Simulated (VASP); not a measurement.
# Cl2 in VASP: notebook, part 2 of 2

VASP 6.6.1. The steps go on from the part before.

### 4 Single point, PBE0

POSCAR reads:

```
Cl
1.0
   12.0000000000      0.0000000000      0.0000000000
    0.0000000000     12.3000000000      0.0000000000
    0.0000000000      0.0000000000     12.6000000000
Cl
2
Direct
    0.5000000000      0.5000000000      0.4204904953
    0.5000000000      0.5000000000      0.5795095047
```

INCAR.step1 reads:

```
SYSTEM = Cl
PREC = Accurate ; ENCUT = 520
EDIFF = 1E-5 ; ISMEAR = -1
SIGMA = 0.01 ; LREAL = .False.
LASPH = .True. ; NELM = 100
ALGO = Normal ; ISIF = 2
LWAVE = .True. ; LCHARG = .False.
NBANDS = 14 ; GGA = PE
```

INCAR.step2 reads:

```
SYSTEM = Cl
PREC = Accurate ; ENCUT = 520
EDIFF = 1E-7 ; ISMEAR = -1
SIGMA = 0.01 ; LREAL = .False.
LASPH = .True. ; NELM = 100
ALGO = Normal ; ISIF = 2
LWAVE = .False. ; LCHARG = .False.
GGA = PE ; LHFCALC = .True.
AEXX = 0.25 ; PRECFOCK = Normal
NBANDS = 14 ; ISTART = 1
```

KPOINTS reads:

```
regular mesh
0
Gamma
  1 1 1
  0 0 0
```

Potentials or basis: VASP PAW PBE potentials, release 64 (Cl).

Launch:

```
cat potpaw_PBE.64/Cl/POTCAR > POTCAR
cp INCAR.step1 INCAR
mpirun -np 1 vasp_gam > vasp.out
cp INCAR.step2 INCAR
mpirun -np 1 vasp_gam > vasp.out
```

OUTCAR:

```text
SYSTEM = Cl
   PREC = Accurate
   ENCUT = 520
   EDIFF = 1E-7
   ISMEAR = -1
   LREAL = .False.
   LASPH = .True.
   NELM = 100
   ISIF = 2
   GGA = PE
   LHFCALC = .True.
   AEXX = 0.25
   PRECFOCK = Normal
   ISTART = 1

 ion  position               nearest neighbor table
   1  0.500  0.500  0.420-   2 2.00
   2  0.500  0.500  0.580-   1 2.00

  LATTYP: Found a simple orthorhombic cell.
 ALAT       =    12.0000000000
 B/A-ratio  =     1.0250000000
 C/A-ratio  =     1.0500000000

  Lattice vectors:

 A1 = (  12.0000000000,   0.0000000000,   0.0000000000)
 A2 = (   0.0000000000,  12.3000000000,   0.0000000000)
 A3 = (   0.0000000000,   0.0000000000,  12.6000000000)

Analysis of symmetry for initial positions (statically):
=====================================================================
 Subroutine PRICEL returns:
 Original cell was already a primitive cell.

 Routine SETGRP: Setting up the symmetry group for a
 simple orthorhombic supercell.

 Subroutine GETGRP returns: Found  8 space group operations
 (whereof  8 operations were pure point group operations)
 out of a pool of  8 trial point group operations.

The static configuration has the point symmetry D_2h.

Analysis of symmetry for dynamics (positions and initial velocities):
=====================================================================
 Subroutine PRICEL returns:
 Original cell was already a primitive cell.

 Routine SETGRP: Setting up the symmetry group for a
 simple orthorhombic supercell.

 Subroutine GETGRP returns: Found  8 space group operations
 (whereof  8 operations were pure point group operations)
 out of a pool of  8 trial point group operations.

The dynamic configuration has the point symmetry D_2h.

[... 96 lines left out ...]
  Fermi-wavevector in a.u.,A,eV,Ry     =   0.320847  0.606314  1.400625  0.102943
  Thomas-Fermi vector in A             =   1.207823
   LORBIT       =      0    0 simple, 1 ext, 2 COOP (PROOUT), +10 PAW based schemes
   GGA     = PE    functional components
   LHFCALC =     T    Hartree Fock is set to
   PRECFOCK=normal    Normal, Fast or Accurate (Low or Medium for compatibility)
   ENCUT4O =  -1.0   cutoff for four orbital integrals eV
   NKREDX  =     1    reduce k-point grid by
   NKREDY  =     1    reduce k-point grid by
   NKREDZ  =     1    reduce k-point grid by
   AEXX    =    0.2500 exact exchange contribution
   HFSCREEN=    0.0000 screening length (either q_TF or 0.3 A-1)
   HFSCREENC=   0.0000 screening length for correlation (either q_TF or 0.3 A-1)
   ENCUTFOCK=  -1.0 apply spherical cutoff to Coloumb kernel
   IVDW    =     0    specifies the selected vdW correction
   LEPSILON=     F    determine dielectric tensor
   LRPA    =     F    only Hartree local field effects (RPA)
 non-spin polarized calculation
  energy-cutoff  :      520.00
  volume of cell :     1859.76
 maximum number of plane-waves:     25042
 NGX is ok and might be reduce to    90
  NGX = 70; NGY = 70; NGZ = 72

 number of electron      14.0000000 magnetization

 Free energy of the ion-electron system (eV)
  ---------------------------------------------------
  ext. energy  EPLUGINS =         0.00000000
  ---------------------------------------------------
  free energy    TOTEN  =        -5.95474319 eV

  energy without entropy =       -5.95474319  energy(sigma->0) =       -5.95474319

 E-fermi :  -8.2276     XC(G=0):  -0.4038

 val. band max:       -8.5595273743   @ k =   0.0000   0.0000   0.0000
 cond. band min:      -3.0484808172   @ k =   0.0000   0.0000   0.0000
 fundamental gap:      5.5110465571
 Fermi energy:        -8.2276240162

 k-point     1 :       0.0000    0.0000    0.0000
  band No.  band energies     occupation
      1     -25.9889      2.00000
      2     -21.5213      2.00000
      3     -13.0740      2.00000
      4     -11.3732      2.00000
      5     -11.3730      2.00000
      6      -8.5597      2.00000
      7      -8.5595      2.00000
      8      -3.0485      0.00000
      9      -0.0721      0.00000
     10       0.8287      0.00000
     11       0.9299      0.00000
     12       0.9575      0.00000
     13       1.0019      0.00000
     14       1.0082      0.00000

------------------------ aborting loop because EDIFF is reached ----------------------------------------

  FORCE on cell =-STRESS in cart. coord.  units (eV):
  Direction    XX          YY          ZZ          XY          YZ          ZX
  --------------------------------------------------------------------------------------
  -------------------------------------------------------------------------------------
  Total       -0.0506450     -0.0517185     -1.5717752      0.0000000      0.0000000      0.0000000
  in kB       -0.0436305     -0.0445553     -1.3540793      0.0000000      0.0000000      0.0000000
  external PRESSURE =      -0.4807551 kB  Pullay stress =       0.0000000 kB

 VOLUME and BASIS-vectors are now :
 -----------------------------------------------------------------------------
  energy-cutoff  :      520.00
  volume of cell :     1859.76
      direct lattice vectors                 reciprocal lattice vectors
    12.000000000  0.000000000  0.000000000     0.083333333  0.000000000  0.000000000
     0.000000000 12.300000000  0.000000000     0.000000000  0.081300813  0.000000000
     0.000000000  0.000000000 12.600000000     0.000000000  0.000000000  0.079365079

 POSITION                                       TOTAL-FORCE (eV/Angst)
 -----------------------------------------------------------------------------------
      6.00000      6.15000      5.29818         0.000000      0.000000      0.745740
      6.00000      6.15000      7.30182         0.000000      0.000000     -0.745740
 -----------------------------------------------------------------------------------
    total drift:                                0.000000     -0.000000     -0.000000

  FREE ENERGIE OF THE ION-ELECTRON SYSTEM (eV)
  ---------------------------------------------------
  free  energy   TOTEN  =        -5.9547431933 eV

  energy  without entropy=       -5.9547431933  energy(sigma->0) =       -5.95474319
```

It took 3.7 min on 1 thread of Intel Xeon 6975P-C (Granite Rapids), shared host; peak memory 1.3 GiB.

Results:

```
Free energy                     : -5.9547 eV
Largest force                   : 0.746 eV/Å
Gap between the frontier levels : 5.51 eV
```

Forces in eV/Å, atoms in the order of the input:
```
Cl   0.000  0.000  0.746
Cl   0.000  0.000 -0.746
```

Levels at points of the mesh, in eV from the valence-band top:
| k point | band 5 | band 6 | band 7 | band 8 | band 9 | band 10 |
| --- | --- | --- | --- | --- | --- | --- |
| (0.00, 0.00, 0.00) | -2.81 | 0.00 | 0.00 | 5.51 | 8.49 | 9.39 |

Caveat: the PAW data sets were made with another functional, which shifts forces and pressure a little.
